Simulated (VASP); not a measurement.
# SrTiO3 (P4mm) in VASP: a series of runs

Runs on SrTiO3. Level: PBE. Tasks: single point.

All numbers are computed with VASP 6.6.1; they aren't measurements. Logs are shortened: lines on timing, memory, paths and dates and some standing lists are left out, and cuts for length are marked.

## 1. The cell of the first run

The structure is tetragonal, space group P4mm (No. 99). Conventional cell: a = 3.936 Å, b = 3.936 Å, c = 3.936 Å, α = 90.00°, β = 90.00°, γ = 90.00°. Within 3.3 Å of Sr (site symmetry 4mm) lie 12 O at 2.52 to 3.08 Å and 4 Ti at 3.21 Å. Ti (site symmetry 4mm) has 6 O at 1.95 to 1.99 Å within 2.6 Å. Within 2.6 Å of O (site symmetry 4mm) lie 2 Ti at 1.95 to 1.99 Å. O (site symmetry 2mm) has 2 Ti at 1.97 Å and 2 Sr at 2.52 Å within 2.6 Å.

## 2. Single point, PBE (atoms displaced along several vibrational modes)

INCAR

```
ALGO     = Normal         # electronic algorithm
EDIFF    = 1E-6           # SCF threshold, eV
ENCUT    = 520            # plane-wave cutoff, eV
GGA      = PE             # functional
ISIF     = 2              # what is computed and relaxed
ISMEAR   = 0              # smearing method
LASPH    = True           # aspherical terms in the spheres
LCHARG   = True           # write CHGCAR
LELF     = True           # ELF
LREAL    = False          # projectors in reciprocal space
LVHAR    = True         
LWAVE    = False          # write WAVECAR
NBANDS   = 28             # bands
NELM     = 80             # most SCF steps
PREC     = Accurate       # precision mode
SIGMA    = 0.05           # smearing width, eV
```

KPOINTS

```
k-points
0
Gamma
  8 8 8
```

POSCAR

```
SrTiO3
1.0
    3.9364094381      0.0000000000      0.0000000000
    0.0000000000      3.9364094381      0.0000000000
    0.0000000000      0.0000000000      3.9364094381
Sr Ti O
1 1 3
Direct
    0.0506962735      0.0000000000      0.0000000000
    0.4543771947      0.5000000000      0.5000000000
   -0.0398387310      0.5000000000      0.5000000000
    0.4493468090      0.0000000000      0.5000000000
    0.4493468090      0.5000000000      0.0000000000
```

Potentials or basis: VASP PAW PBE potentials, release 64 (Sr_sv, Ti_sv, O).

Command:

```bash
cat potpaw_PBE.64/Sr_sv/POTCAR potpaw_PBE.64/Ti_sv/POTCAR potpaw_PBE.64/O/POTCAR > POTCAR
mpirun -np 1 vasp_std > vasp.out
```

OUTCAR:

```text
EDIFF = 1E-6
   ENCUT = 520
   GGA = PE
   ISIF = 2
   ISMEAR = 0
   LASPH = True
   LREAL = False
   NELM = 80
   PREC = Accurate

 ion  position               nearest neighbor table
   1  0.051  0.000  0.000-   4 2.52   5 2.52   4 2.52   5 2.52   3 2.81   3 2.81   3 2.81   3 2.81
                             4 3.08   5 3.08   4 3.08   5 3.08   2 3.21   2 3.21   2 3.21   2 3.21
   2  0.454  0.500  0.500-   3 1.95   4 1.97   5 1.97   5 1.97   4 1.97   3 1.99   1 3.21   1 3.21
                             1 3.21   1 3.21   1 3.64   1 3.64   1 3.64   1 3.64
   3  0.960  0.500  0.500-   2 1.95   2 1.99   1 2.81   1 2.81   1 2.81   1 2.81
   4  0.449  0.000  0.500-   2 1.97   2 1.97   1 2.52   1 2.52   1 3.08   1 3.08
   5  0.449  0.500  0.000-   2 1.97   2 1.97   1 2.52   1 2.52   1 3.08   1 3.08

  LATTYP: Found a simple cubic cell.
 ALAT       =     3.9364094381

  Lattice vectors:

 A1 = (   3.9364094381,   0.0000000000,   0.0000000000)
 A2 = (   0.0000000000,   3.9364094381,   0.0000000000)
 A3 = (   0.0000000000,   0.0000000000,   3.9364094381)

Analysis of symmetry for initial positions (statically):
=====================================================================
 Subroutine PRICEL returns:
 Original cell was already a primitive cell.

 Routine SETGRP: Setting up the symmetry group for a
 simple cubic supercell.

 Subroutine GETGRP returns: Found  8 space group operations
 (whereof  8 operations were pure point group operations)
 out of a pool of 48 trial point group operations.

The static configuration has the point symmetry C_4v.

Analysis of symmetry for dynamics (positions and initial velocities):
=====================================================================
 Subroutine PRICEL returns:
 Original cell was already a primitive cell.

 Routine SETGRP: Setting up the symmetry group for a
 simple cubic supercell.

 Subroutine GETGRP returns: Found  8 space group operations
 (whereof  8 operations were pure point group operations)
 out of a pool of 48 trial point group operations.

The dynamic configuration has the point symmetry C_4v.

 Subroutine INISYM returns: Found  8 space group operations
 (whereof  8 operations are pure point group operations),
 and found     1 'primitive' translations

----------------------------------------------------------------------------------------

                                     Primitive cell

  volume of cell :      60.9959

  direct lattice vectors                    reciprocal lattice vectors
     3.936409438  0.000000000  0.000000000     0.254038615  0.000000000  0.000000000
     0.000000000  3.936409438  0.000000000     0.000000000  0.254038615  0.000000000
     0.000000000  0.000000000  3.936409438     0.000000000  0.000000000  0.254038615

  length of vectors
     3.936409438  3.936409438  3.936409438     0.254038615  0.254038615  0.254038615

  position of ions in fractional coordinates (direct lattice)
     0.050696274  0.000000000  0.000000000
     0.454377195  0.500000000  0.500000000
     0.960161269  0.500000000  0.500000000
     0.449346809  0.000000000  0.500000000
     0.449346809  0.500000000  0.000000000

  ion indices of the primitive-cell ions
   primitive index   ion index
                 1           1
                 2           2
                 3           3
                 4           4
                 5           5

----------------------------------------------------------------------------------------

 KPOINTS: k-points

Automatic generation of k-mesh.
 Grid dimensions read from file:
 generate k-points for:    8    8    8

 Generating k-lattice:

  Cartesian coordinates                     Fractional coordinates (reciprocal lattice)
     0.031754827  0.000000000  0.000000000     0.125000000  0.000000000  0.000000000
     0.000000000  0.031754827  0.000000000     0.000000000  0.125000000  0.000000000
     0.000000000  0.000000000  0.031754827     0.000000000  0.000000000  0.125000000

  Length of vectors
     0.031754827  0.031754827  0.031754827

  Shift w.r.t. Gamma in fractional coordinates (k-lattice)
     0.000000000  0.000000000  0.000000000

 Subroutine IBZKPT returns following result:
 ===========================================

 Found     75 irreducible k-points:

 Following reciprocal coordinates:
            Coordinates               Weight
  0.000000  0.000000  0.000000      1.000000
  0.125000  0.000000  0.000000      2.000000
  0.000000  0.125000  0.000000      4.000000
  0.250000  0.000000  0.000000      2.000000
  0.000000  0.250000  0.000000      4.000000
  0.375000  0.000000  0.000000      2.000000
[... 16 lines left out ...]
  0.375000  0.250000  0.000000      8.000000
  0.000000  0.375000  0.250000      8.000000
 [... further k-points ...]
   k-points           NKPTS =     75   k-points in BZ     NKDIM =     75   number of bands    NBANDS=     28
   number of dos      NEDOS =    301   number of ions     NIONS =      5
   total plane-waves  NPLWV =  27000
   dimension x,y,z NGX =    30 NGY =   30 NGZ =   30
   dimension x,y,z NGXF=    60 NGYF=   60 NGZF=   60
   ions per type =               1   1   3
   NGX,Y,Z   is equivalent  to a cutoff of  12.67, 12.67, 12.67 a.u.
   NGXF,Y,Z  is equivalent  to a cutoff of  25.34, 25.34, 25.34 a.u.
 SYSTEM =  unknown system
   PREC   = accura    normal or accurate (medium, high low for compatibility)
   ISTART =      0    job   : 0-new  1-cont  2-samecut
   ICHARG =      2    charge: 1-file 2-atom 10-const
   ISPIN  =      1    spin polarized calculation?
   LNONCOLLINEAR =      F non collinear calculations
   LSORBIT =      F    spin-orbit coupling
   LASPH  =      T    aspherical Exc in radial PAW
   ENCUT  =  520.0 eV  38.22 Ry    6.18 a.u.   7.32  7.32  7.32*2*pi/ulx,y,z
   NELM   =     80;   NELMIN=  2; NELMDL= -5     # of ELM steps
   EDIFF  = 0.1E-05   stopping-criterion for ELM
   LREAL  =      F    real-space projection
[... 7 lines left out ...]
   TEBEG  =    0.0;   TEEND  =   0.0 temperature during run
   PSTRESS=    0.0 pullay stress
   NELECT =      40.0000    total number of electrons
   NUPDOWN=      -1.0000    fix difference up-down
   EMIN   =  10.00;   EMAX   =-10.00  energy-range for DOS
   EFERMI =   0.00;   METHOD = LEGACY
   ISMEAR =     0;   SIGMA  =   0.05  broadening in eV -4-tet -1-fermi 0-gaus
   EFERMI_NEDOS =   21; number of points for ismear=-14 and -15
   IALGO  =     38    algorithm
   IMIX   =      4    mixing-type and parameters
     AMIX     =   0.40;   BMIX     =  1.00
     AMIX_MAG =   1.60;   BMIX_MAG =  1.00
  volume/ion in A,a.u.               =      12.20        82.32
  Fermi-wavevector in a.u.,A,eV,Ry     =   1.422311  2.687778 27.524158  2.022969
  Thomas-Fermi vector in A             =   2.543028
   LORBIT       =      0    0 simple, 1 ext, 2 COOP (PROOUT), +10 PAW based schemes
   GGA     = PE    functional components
   LHFCALC =     F    Hartree Fock is set to
   AEXX    =    0.0000 exact exchange contribution
   IVDW    =     0    specifies the selected vdW correction
   LEPSILON=     F    determine dielectric tensor
   LRPA    =     F    only Hartree local field effects (RPA)
 non-spin polarized calculation
 Gauss-broadening in eV      SIGMA  =   0.05
  energy-cutoff  :      520.00
  volume of cell :       61.00
 maximum number of plane-waves:      1671
 NGX is ok and might be reduce to    30
   NGX = 15   NGY = 15   NGZ = 15

 number of electron      39.9999993 magnetization

 Free energy of the ion-electron system (eV)
  ---------------------------------------------------
  ext. energy  EPLUGINS =         0.00000000
  ---------------------------------------------------
  free energy    TOTEN  =       -39.83200344 eV

  energy without entropy =      -39.83200344  energy(sigma->0) =      -39.83200344

 E-fermi :   4.2410     XC(G=0): -11.0998

 val. band max:        3.8914558361   @ k =   0.5000   0.5000   0.0000
 cond. band min:       5.6026226202   @ k =   0.0000   0.0000   0.0000
 fundamental gap:      1.7111667841
 Fermi energy:         4.2410236120

 k-point     1 :       0.0000    0.0000    0.0000
  band No.  band energies     occupation
      1     -52.6764      2.00000
      2     -28.9215      2.00000
      3     -28.9215      2.00000
      4     -28.9039      2.00000
      5     -28.7009      2.00000
      6     -13.5544      2.00000
[... 20 lines left out ...]
     27       9.9500      0.00000
     28      10.0254      0.00000

 k-point     2 :       0.1250    0.0000    0.0000
  band No.  band energies     occupation
      1     -52.6762      2.00000
      2     -28.9211      2.00000
      3     -28.9211      2.00000
      4     -28.9186      2.00000
      5     -28.6924      2.00000
      6     -13.5727      2.00000
[... 20 lines left out ...]
     27      10.2000      0.00000
     28      10.3584      0.00000

 k-point     3 :       0.0000    0.1250    0.0000
  band No.  band energies     occupation
      1     -52.6762      2.00000
      2     -28.9442      2.00000
      3     -28.9211      2.00000
      4     -28.8980      2.00000
      5     -28.6897      2.00000
      6     -13.5493      2.00000
[... 20 lines left out ...]
     27      10.1765      0.00000
     28      10.3327      0.00000

 k-point     4 :       0.2500    0.0000    0.0000
  band No.  band energies     occupation
      1     -52.6757      2.00000
      2     -28.9510      2.00000
      3     -28.9202      2.00000
      4     -28.9202      2.00000
      5     -28.6746      2.00000
      6     -13.6399      2.00000
[... 20 lines left out ...]
     27      10.8087      0.00000
     28      11.2251      0.00000

 k-point     5 :       0.0000    0.2500    0.0000
  band No.  band energies     occupation
      1     -52.6757      2.00000
      2     -28.9855      2.00000
      3     -28.9201      2.00000
      4     -28.8925      2.00000
      5     -28.6671      2.00000
      6     -13.5916      2.00000
[... 20 lines left out ...]
     27      10.7717      0.00000
     28      11.1900      0.00000

 k-point     6 :       0.3750    0.0000    0.0000
  band No.  band energies     occupation
      1     -52.6752      2.00000
      2     -28.9806      2.00000
      3     -28.9193      2.00000
      4     -28.9193      2.00000
      5     -28.6594      2.00000
      6     -13.7252      2.00000
[... 463 lines left out ...]
      5     -28.6584      2.00000
      6     -13.5099      2.00000
[... 20 lines left out ...]
     27      11.4874      0.00000
     28      11.7500      0.00000

 k-point    22 :       0.0000    0.2500    0.2500
  band No.  band energies     occupation
      1     -52.6750      2.00000
      2     -28.9827      2.00000
      3     -28.9528      2.00000
      4     -28.8892      2.00000
      5     -28.6599      2.00000
      6     -13.4284      2.00000
[... 20 lines left out ...]
     27      11.4245      0.00000
     28      11.6635      0.00000

 k-point    23 :       0.3750    0.2500    0.0000
  band No.  band energies     occupation
      1     -52.6746      2.00000
      2     -28.9806      2.00000
      3     -28.9466      2.00000
      4     -28.9180      2.00000
      5     -28.6534      2.00000
      6     -13.4981      2.00000
[... 20 lines left out ...]
     27      11.9801      0.00000
     28      12.5296      0.00000

 k-point    24 :       0.0000    0.3750    0.2500
  band No.  band energies     occupation
      1     -52.6745      2.00000
      2     -29.0005      2.00000
      3     -28.9540      2.00000
      4     -28.8871      2.00000
      5     -28.6565      2.00000
      6     -13.4009      2.00000
[... 20 lines left out ...]
     27      11.9966      0.00000
     28      12.0564      0.00000

 [... further k-points ...]
[... 5 lines left out ...]
  --------------------------------------------------------------------------------------
  -------------------------------------------------------------------------------------
  Total        1.4158693      1.7093258      1.7093258      0.0000000      0.0000000      0.0000000
  in kB       37.1905807     44.8987901     44.8987901      0.0000000      0.0000000      0.0000000
  external PRESSURE =      42.3293870 kB  Pullay stress =       0.0000000 kB

 VOLUME and BASIS-vectors are now :
 -----------------------------------------------------------------------------
  energy-cutoff  :      520.00
  volume of cell :       61.00
      direct lattice vectors                 reciprocal lattice vectors
     3.936409438  0.000000000  0.000000000     0.254038615  0.000000000  0.000000000
     0.000000000  3.936409438  0.000000000     0.000000000  0.254038615  0.000000000
     0.000000000  0.000000000  3.936409438     0.000000000  0.000000000  0.254038615

 POSITION                                       TOTAL-FORCE (eV/Angst)
 -----------------------------------------------------------------------------------
      0.19956      0.00000      0.00000        -1.565062     -0.000000      0.000000
      1.78861      1.96820      1.96820         0.988137      0.000000     -0.000000
      3.77959      1.96820      1.96820        -0.003102      0.000000      0.000000
      1.76881      0.00000      1.96820         0.290013      0.000000      0.000000
      1.76881      1.96820      0.00000         0.290013      0.000000      0.000000
 -----------------------------------------------------------------------------------
    total drift:                                0.000466      0.000000     -0.000001

  FREE ENERGIE OF THE ION-ELECTRON SYSTEM (eV)
  ---------------------------------------------------
  free  energy   TOTEN  =       -39.8320034361 eV

  energy  without entropy=      -39.8320034361  energy(sigma->0) =      -39.83200344
```

Run time: 63 s. Hardware: 1 thread of Intel Xeon 6975P-C (Granite Rapids), shared host; peak memory 0.26 GiB.

What came out:

| Item | Value |
| --- | --- |
| Free energy | -39.8320 eV |
| Pressure | 4.2 GPa |
| Largest force | 1.565 eV/Å |
| Band gap on the k mesh | 1.71 eV (least direct gap 2.09 eV) |

Forces on the atoms (eV/Å):
```
Sr  -1.565  0.000  0.000
Ti   0.988  0.000  0.000
O   -0.003  0.000  0.000
O    0.290  0.000  0.000
O    0.290  0.000  0.000
```

Levels at points of the mesh, in eV from the valence-band top:
```
           k point  band 17  band 18  band 19  band 20  band 21  band 22  band 23  band 24
(0.00, 0.00, 0.00)    -1.26    -0.39    -0.39    -0.38     1.71     1.87     1.87     4.11
(0.50, 0.00, 0.00)    -2.23    -1.97    -0.82    -0.82     1.85     3.67     3.67     4.12
(0.00, 0.50, 0.00)    -2.36    -1.53    -0.69    -0.68     1.97     3.57     3.62     4.15
(0.50, 0.50, 0.00)    -1.79    -1.61    -1.50     0.00     3.59     3.69     4.14     5.07
(0.00, 0.50, 0.50)    -1.67    -1.48    -1.48    -0.34     3.65     3.65     4.07     5.09
(0.50, 0.50, 0.50)    -3.59    -0.27    -0.01    -0.01     4.27     4.29     4.29     7.08
```

Caveat: the cell differs from its parent crystal (atoms displaced along several vibrational modes); the cell stands under pressure; forces of over 1 eV/Å act on the atoms, so gaps and moduli don't describe the material at rest. A k mesh can miss the band edges.

## 3. Single point, PBE (atoms displaced along several vibrational modes)

INCAR

```
PREC = Accurate ; ENCUT = 520
EDIFF = 1E-7 ; ISMEAR = 0
SIGMA = 0.05 ; LREAL = F
LASPH = T ; NELM = 80
ALGO = Normal ; ISIF = 2
LWAVE = F ; LCHARG = F
GGA = PE ; NBANDS = 28
```

KPOINTS

```
Automatic mesh
0
Gamma
  8 8 8
```

POSCAR

```
SrTiO3
1.0
    3.9364094381      0.0000000000      0.0000000000
    0.0000000000      3.9364094381      0.0000000000
    0.0000000000      0.0000000000      3.9364094381
Sr Ti O
1 1 3
Direct
   -0.0465951209      0.0000000000      0.0000000000
    0.5649843426      0.5000000000      0.5000000000
    0.0105734826      0.5000000000      0.5000000000
    0.5250920000      0.0000000000      0.5000000000
    0.5250920000      0.5000000000      0.0000000000
```

Potentials or basis: VASP PAW PBE potentials, release 64 (Sr_sv, Ti_sv, O).

Command:

```bash
cat potpaw_PBE.64/Sr_sv/POTCAR potpaw_PBE.64/Ti_sv/POTCAR potpaw_PBE.64/O/POTCAR > POTCAR
mpirun -np 1 vasp_std > vasp.out
```

It took 69 s on 1 thread of Intel Xeon 6975P-C (Granite Rapids), shared host; peak memory 0.26 GiB.

Results (log left out):

* Free energy: -39.7641 eV
* Pressure: 6.4 GPa
* Largest force: 2.385 eV/Å
* Band gap on the k mesh: 1.91 eV (least direct gap 2.44 eV)

Forces on the atoms (eV/Å):
```
Sr   1.374  0.000  0.000
Ti  -2.385  0.000  0.000
O    1.245  0.000  0.000
O   -0.117  0.000  0.000
O   -0.117  0.000  0.000
```

Stress tensor (GPa, compression positive):
```
10.41  0.00  0.00
 0.00  4.46  0.00
 0.00  0.00  4.46
```

Levels at points of the mesh, in eV from the valence-band top:
| k point | band 16 | band 17 | band 18 | band 19 | band 20 | band 21 | band 22 | band 23 | band 24 | band 25 |
| --- | --- | --- | --- | --- | --- | --- | --- | --- | --- | --- |
| (0.00, 0.00, 0.00) | -1.56 | -1.14 | -0.75 | -0.53 | -0.53 | 1.91 | 2.58 | 2.58 | 4.42 | 4.86 |
| (0.50, 0.00, 0.00) | -2.40 | -2.24 | -1.89 | -0.68 | -0.68 | 2.06 | 4.09 | 4.09 | 4.42 | 6.63 |
| (0.00, 0.50, 0.00) | -2.32 | -2.20 | -1.42 | -1.21 | -0.92 | 2.76 | 3.80 | 3.96 | 4.71 | 6.35 |
| (0.50, 0.50, 0.00) | -2.65 | -1.71 | -1.45 | -1.40 | -0.17 | 3.81 | 4.13 | 4.43 | 5.37 | 7.78 |
| (0.00, 0.50, 0.50) | -2.60 | -1.86 | -1.86 | -1.73 | -0.08 | 4.01 | 4.01 | 4.19 | 5.33 | 7.63 |
| (0.50, 0.50, 0.50) | -3.72 | -3.46 | -0.12 | -0.12 | 0.00 | 4.41 | 4.54 | 4.54 | 6.61 | 7.12 |

Caveat: the cell differs from its parent crystal (atoms displaced along several vibrational modes); the stress differs along the axes, from 4 to 10 GPa; forces of over 1 eV/Å act on the atoms, so gaps and moduli don't describe the material at rest. A k mesh can miss the band edges.
